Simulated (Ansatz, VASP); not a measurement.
**HgTe: VASP beside Ansatz**

```xyz
4
Lattice="2.9995 -3.0001 0.0000 2.9995 3.0001 0.0000 0.0000 0.0000 6.0087" Properties=species:S:1:pos:R:3 pbc="T T T"
Hg    2.9995    1.5012    4.5065
Hg    2.9995   -1.5012    1.5022
Te    2.9995   -1.4993    4.5065
Te    2.9995    1.4993    1.5022
```

Alike in both runs: task single point; functional PBEsol; k mesh 8 × 8 × 6; occupations gaussian, width 0.15 eV; no spin polarisation.

|  | VASP | Ansatz |
| --- | --- | --- |
| version | VASP 6.6.1 | Ansatz 0.2.0 |
| potentials or method | VASP PAW PBE potentials, release 64 (Hg, Te), cutoff 520 eV | scalar-relativistic, plane waves, PAW |
| valence electrons in the cell | 36 | 72 |

```csv
,VASP,Ansatz,Ansatz less VASP
gap on the k mesh at the Fermi level (eV),none,none,-
pressure (GPa),0.3,0.0,-0.22
"traceless stress, the component that is largest in VASP (GPa)",-0.25,-0.23,+0.020
```

VASP's potentials were made for PBE, not for PBEsol. A gap of «none» marks a metal or a gap that the smearing closes. VASP's potentials hold 36 valence electrons a cell and Ansatz's 72, so a difference there can come from the potentials and not from the codes.

Neither program's run includes spin-orbit coupling.
